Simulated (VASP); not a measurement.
A run of VASP 6.6.1 is set up as follows.

INCAR

```
PREC = Accurate
ENCUT = 600
EDIFF = 1E-7
ISMEAR = 0
SIGMA = 0.1
LREAL = False
LASPH = True
NELM = 80
ALGO = Normal
ISIF = 3
LWAVE = False
LCHARG = False
GGA = PE
IBRION = 2
NSW = 90
EDIFFG = -0.04
```

File KPOINTS:

```
regular mesh
0
Gamma
  6 6 6
```

POSCAR

```
AsSe2
1.0
   -1.9638160900      1.9638160900      4.9007088600
    1.9638160900     -1.9638160900      4.9007088600
    1.9638160900      1.9638160900     -4.9007088600
As Se
1 2
Direct
    0.0000000000      0.0000000000      0.0000000000
    0.3260000100      0.3260000100      0.0000000000
    0.6739999900      0.6739999900      0.0000000000
```

Potentials or basis: VASP PAW PBE potentials, release 64 (As, Se).

Run with:

```bash
$ cat potpaw_PBE.64/As/POTCAR potpaw_PBE.64/Se/POTCAR > POTCAR
$ mpirun -np 1 vasp_std > vasp.out
```

(1) What does it give for the relaxed volume?

(2) Estimate the relaxed cell.

(3) Predict the space group after relaxing (to 0.1 Å).

Results:

(1) 20.84 Å³/atom.

(2) a = 5.816 Å, b = 5.816 Å, c = 5.816 Å, α = 145.59°, β = 145.59°, γ = 49.46°.

(3) I4/mmm (No. 139).

Caveat: the volume moved by over 15 % at a fixed basis, so the end points are rough.
